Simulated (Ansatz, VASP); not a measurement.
**Two plane-wave programs on Li3Si2N**

INCAR

```
PREC     = Accurate       # precision mode
ENCUT    = 520            # plane-wave cutoff, eV
EDIFF    = 1E-6           # SCF threshold, eV
ISMEAR   = 0              # smearing method
SIGMA    = 0.1            # smearing width, eV
LREAL    = F              # projectors in reciprocal space
LASPH    = T              # aspherical terms in the spheres
NELM     = 150            # most SCF steps
ALGO     = Normal         # electronic algorithm
ISIF     = 2              # what is computed and relaxed
LWAVE    = F              # write WAVECAR
LCHARG   = F              # write CHGCAR
ISPIN    = 2              # spin polarisation
MAGMOM   = 0 0 0 0 0 1    # initial moments
LORBIT   = 11             # projections on sites
GGA      = PE             # functional
NBANDS   = 24             # bands
```

KPOINTS

```
Automatic mesh
0
Gamma
  6 6 6
```

File POSCAR:

```
Li3Si2N
1.0
    2.4261106400      1.4007156300      3.8045558000
   -2.4261106400      1.4007156300      3.8045558000
    0.0000000000     -2.8014312600      3.8045558000
Li Si N
3 2 1
Direct
    0.5000000000      0.5000000000      0.0000000000
    0.0000000000      0.5000000000      0.5000000000
    0.5000000000      0.0000000000      0.5000000000
    0.2073785400      0.2073785400      0.2073785400
    0.7926214600      0.7926214600      0.7926214600
    0.0000000000      0.0000000000      0.0000000000
```

Input for Ansatz:

```yaml
crystal:
  lattice:
    - [2.42611064, 1.40071563, 3.8045558]
    - [-2.42611064, 1.40071563, 3.8045558]
    - [0.0, -2.80143126, 3.8045558]
  atoms:
    - { symbol: Li, position: [0.5, 0.5, 0.0] }
    - { symbol: Li, position: [0.0, 0.5, 0.5] }
    - { symbol: Li, position: [0.5, 0.0, 0.5] }
    - { symbol: Si, position: [0.20737854, 0.20737854, 0.20737854] }
    - { symbol: Si, position: [0.79262146, 0.79262146, 0.79262146] }
    - { symbol: "N", position: [0.0, 0.0, 0.0], spin: 1.0 }
basis:
  ecutwfc: 420
kpoints:
  mp_grid: { grid: [6, 6, 6] }
hamiltonian:
  xc: pbe
scf:
  occupations: { method: gaussian, width: 0.1 }
  lower_state_search: "off"
output:
  forces: true
  stress: true
  eigenvalues: true
  populations: true
magnetization:
  spin_polarized: true
```

Alike in both runs: task single point; functional PBE; k mesh 6 × 6 × 6; occupations gaussian, width 0.1 eV; collinear spin.

|  | VASP | Ansatz |
| --- | --- | --- |
| version | VASP 6.6.1 | Ansatz 0.2.0 |
| potentials or method | VASP PAW PBE potentials, release 64 (Li_sv, Si, N), cutoff 520 eV | scalar-relativistic, plane waves, PAW |
| valence electrons in the cell | 22 | 22 |

|  | VASP | Ansatz | Ansatz less VASP |
| --- | --- | --- | --- |
| gap on the k mesh at the Fermi level (eV) | none | none | - |
| rms of the force components (eV/Å) | 3.171 | 3.138 | -0.0339 |
| net moment per atom (μB) | 0.00 | 0.00 | 0.000 |

Atom by atom the forces differ by 0.034 eV/Å (rms over components). A gap of «none» marks a metal or a gap that the smearing closes. Ansatz's warnings: seeded moment not kept.

Noted on VASP's run: the cutoff is short for stress, so the pressure is rough.
